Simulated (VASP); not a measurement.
Wanted: the native input for a VASP 6.6.1 run.

```yaml
Task: single point
Functional: r2SCAN
Potentials_or_basis: VASP PAW PBE potentials, release 64 (N)
Cutoff: 520 eV
k_mesh: 18 × 18 × 10
Occupations: gaussian, width 0.15 eV
Spin: no spin polarisation
Dipole_correction: no
Further_INCAR_settings: ALGO = Normal; EDIFF = 1e-07; NBANDS = 12
```

Crystal: N.

```
N
1.0
     3.73128    0.00000    0.00000
    -1.86564    3.23138    0.00000
     0.00000    0.00000    5.57152
N
2
Cartesian
  0.0000 2.1543 1.3929
  1.8656 1.0771 4.1786
```

This cell differs from its parent crystal: ratio of the length along z to the lengths across it x 0.92, volume and fractional coordinates fixed.

One way to write it, as run:

POSCAR

```
N
1.0
    3.7312804258      0.0000000000      0.0000000000
   -1.8656402129      3.2313836374      0.0000000000
    0.0000000000      0.0000000000      5.5715219566
N
2
Direct
    0.3333333333      0.6666666667      0.2500000000
    0.6666666667      0.3333333333      0.7500000000
```

INCAR.step1

```
PREC = Accurate ; ENCUT = 520
ISMEAR = 0 ; SIGMA = 0.15
LREAL = False ; LASPH = True
NELM = 100 ; NBANDS = 12
GGA = PE ; ALGO = Normal
EDIFF = 1E-4 ; LWAVE = True
LCHARG = False
```

INCAR.step2

```
PREC = Accurate ; ENCUT = 520
EDIFF = 1E-7 ; ISMEAR = 0
SIGMA = 0.15 ; LREAL = False
LASPH = True ; NELM = 100
ALGO = Normal ; ISIF = 2
LWAVE = False ; LCHARG = True
METAGGA = R2SCAN ; LMIXTAU = True
LELF = True ; LVHAR = True
NBANDS = 12 ; ISTART = 1
```

KPOINTS

```
Automatic mesh
0
Gamma
  18 18 10
```

Potentials or basis: VASP PAW PBE potentials, release 64 (N).

Command:

```bash
$ cat potpaw_PBE.64/N/POTCAR > POTCAR
$ cp INCAR.step1 INCAR
$ mpirun -np 1 vasp_std > vasp.out
$ cp INCAR.step2 INCAR
$ mpirun -np 1 vasp_std > vasp.out
```

It gave:

```json
{
  "Pressure": "-8.1 GPa",
  "Band gap on the k mesh": "zero (bands 5 and 6 overlap by 0.62 eV)"
}
```

Caveat: the cell stands under tension; the PAW data sets were made with another functional, which shifts forces and pressure a little.

Run time: 8.4 min on 1 thread of Intel(R) Xeon(R) Platinum 8375C CPU @ 2.90GHz (Ice Lake), on a shared host, peak memory 0.26 GiB.
